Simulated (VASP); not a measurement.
# CaO (Fm-3m) in VASP: a series of runs, part 2 of 2

VASP 6.6.1. Earlier steps stand in the parts before.

## (4) Single point, PBEsol

INCAR

```
  PREC = Accurate
  ENCUT = 520
  EDIFF = 1E-7
  ISMEAR = 0
  SIGMA = 0.01
  LREAL = False
  LASPH = True
  NELM = 60
  ALGO = Normal
  ISIF = 2
  LWAVE = False
  LCHARG = False
  GGA = PS
  NBANDS = 15
```

KPOINTS

```
regular mesh
0
Gamma
  6 6 6
```

POSCAR

```
CaO
1.0
    0.0000000000      2.3975501188      2.3975501188
    2.3975501188      0.0000000000      2.3975501188
    2.3975501188      2.3975501188      0.0000000000
Ca O
1 1
Direct
    0.0000000000      0.0000000000      0.0000000000
    0.5000000000      0.5000000000      0.5000000000
```

Potentials or basis: VASP PAW PBE potentials, release 64 (Ca_sv, O).

On the command line:

```bash
cat potpaw_PBE.64/Ca_sv/POTCAR potpaw_PBE.64/O/POTCAR > POTCAR
mpirun -np 1 vasp_std > vasp.out
```

OUTCAR:

```text
PREC = Accurate
   ENCUT = 520
   EDIFF = 1E-7
   ISMEAR = 0
   LREAL = False
   LASPH = True
   NELM = 60
   ISIF = 2
   GGA = PS

 ion  position               nearest neighbor table
   1  0.000  0.000  0.000-   2 2.40   2 2.40   2 2.40   2 2.40   2 2.40   2 2.40
   2  0.500  0.500  0.500-   1 2.40   1 2.40   1 2.40   1 2.40   1 2.40   1 2.40

  LATTYP: Found a face centered cubic cell.
 ALAT       =     4.7951002376

  Lattice vectors:

 A1 = (   0.0000000000,   2.3975501188,   2.3975501188)
 A2 = (   2.3975501188,   0.0000000000,   2.3975501188)
 A3 = (   2.3975501188,   2.3975501188,   0.0000000000)

Analysis of symmetry for initial positions (statically):
=====================================================================
 Subroutine PRICEL returns:
 Original cell was already a primitive cell.

 Routine SETGRP: Setting up the symmetry group for a
 face centered cubic supercell.

 Subroutine GETGRP returns: Found 48 space group operations
 (whereof 48 operations were pure point group operations)
 out of a pool of 48 trial point group operations.

The static configuration has the point symmetry O_h .

Analysis of symmetry for dynamics (positions and initial velocities):
[... 167 lines left out ...]
      8       2.2346      2.00000
      9       6.8555      0.00000
     10       8.4445      0.00000
     11       8.4445      0.00000
     12       8.4445      0.00000
     13       9.9934      0.00000
     14       9.9934      0.00000
[... 257 lines left out ...]
      2     -16.5003      2.00000
      3     -16.3685      2.00000
      4     -16.3014      2.00000
      5     -12.6598      2.00000
      6       1.0039      2.00000
      7       1.1360      2.00000
      8       1.4087      2.00000
      9       7.1920      0.00000
     10       9.9064      0.00000
     11      10.6360      0.00000
     12      11.8826      0.00000
     13      12.0272      0.00000
     14      15.1457      0.00000
     15      15.8518      0.00000

------------------------ aborting loop because EDIFF is reached ----------------------------------------

  FORCE on cell =-STRESS in cart. coord.  units (eV):
  Direction    XX          YY          ZZ          XY          YZ          ZX
  --------------------------------------------------------------------------------------
  -------------------------------------------------------------------------------------
  Total       -0.2311434     -0.2311434     -0.2311434      0.0000000     -0.0000000      0.0000000
  in kB      -13.4356613    -13.4356613    -13.4356613      0.0000000     -0.0000000      0.0000000
  external PRESSURE =     -13.4356613 kB  Pullay stress =       0.0000000 kB

 VOLUME and BASIS-vectors are now :
 -----------------------------------------------------------------------------
  energy-cutoff  :      520.00
  volume of cell :       27.56
      direct lattice vectors                 reciprocal lattice vectors
     0.000000000  2.397550119  2.397550119    -0.208546214  0.208546214  0.208546214
     2.397550119  0.000000000  2.397550119     0.208546214 -0.208546214  0.208546214
     2.397550119  2.397550119  0.000000000     0.208546214  0.208546214 -0.208546214

 POSITION                                       TOTAL-FORCE (eV/Angst)
 -----------------------------------------------------------------------------------
      0.00000      0.00000      0.00000        -0.000000     -0.000000     -0.000000
      2.39755      2.39755      2.39755         0.000000      0.000000      0.000000
 -----------------------------------------------------------------------------------
    total drift:                                0.000000      0.000000      0.000000

  FREE ENERGIE OF THE ION-ELECTRON SYSTEM (eV)
  ---------------------------------------------------
  free  energy   TOTEN  =       -13.4101759367 eV

  energy  without entropy=      -13.4101759367  energy(sigma->0) =      -13.41017594
```

OSZICAR:

```text
N       E                     dE             d eps       ncg     rms          rms(c)
DAV:   1     0.125099898500E+03    0.12510E+03   -0.85213E+03   480   0.110E+03
DAV:   2    -0.977011481485E+01   -0.13487E+03   -0.12534E+03   585   0.294E+02
DAV:   3    -0.147735262306E+02   -0.50034E+01   -0.49528E+01   571   0.581E+01
DAV:   4    -0.149265138776E+02   -0.15299E+00   -0.15277E+00   674   0.895E+00
DAV:   5    -0.149292159622E+02   -0.27021E-02   -0.27021E-02   580   0.108E+00    0.806E+00
DAV:   6    -0.135073418999E+02    0.14219E+01   -0.42945E+00   551   0.207E+01    0.354E+00
DAV:   7    -0.134265763157E+02    0.80766E-01   -0.37145E-01   565   0.628E+00    0.177E+00
DAV:   8    -0.134110708483E+02    0.15505E-01   -0.72037E-02   613   0.288E+00    0.394E-01
DAV:   9    -0.134098213920E+02    0.12495E-02   -0.50709E-03   494   0.580E-01    0.102E-01
DAV:  10    -0.134102083220E+02   -0.38693E-03   -0.54738E-04   607   0.268E-01    0.499E-02
DAV:  11    -0.134101767051E+02    0.31617E-04   -0.43632E-05   632   0.934E-02    0.633E-03
DAV:  12    -0.134101760420E+02    0.66302E-06   -0.80803E-06   558   0.302E-02    0.468E-03
DAV:  13    -0.134101759177E+02    0.12436E-06   -0.50890E-07   578   0.847E-03    0.131E-03
DAV:  14    -0.134101759367E+02   -0.19011E-07   -0.10652E-07   533   0.287E-03
   1 F= -.13410176E+02 E0= -.13410176E+02  d E =-.145496E-76
```

It took 9.1 s on 1 thread of Intel Xeon Platinum 8488C (Sapphire Rapids), shared host; peak memory 0.15 GiB.

What came out:

* Free energy: -13.4102 eV
* Pressure: -1.3 GPa
* Band gap on the k mesh: 3.53 eV, indirect (least direct gap 3.91 eV)

Caveat: the PAW data sets were made with another functional, which shifts forces and pressure a little. A k mesh can miss the band edges.

## (5) The runs side by side

```tsv
level	smearing	gap on the mesh (eV)	pressure (GPa)
PBE	gaussian 0.5 eV	3.63	3.1
PBE	gaussian 0.001 eV	3.63	3.1
PBEsol	gaussian 0.01 eV	3.53	-1.3
```

Alike in all rows: task single point; potentials or basis VASP PAW PBE potentials, release 64 (Ca_sv, O); no spin polarisation; cell as given; k mesh 6 × 6 × 6; cutoff (eV) 520.

On the cell as given the gap runs from 3.53 eV (PBEsol) to 3.63 eV (PBE). The pressure there spans -1.3 GPa (PBEsol) to 3.1 GPa (PBE); a positive pressure means that this level wants a larger cell, a negative one a smaller.

Caveats: the PAW data sets were made with another functional, which shifts forces and pressure a little (some runs).

Total energies depend on the potentials used, so only differences within one code and one set of settings carry meaning.
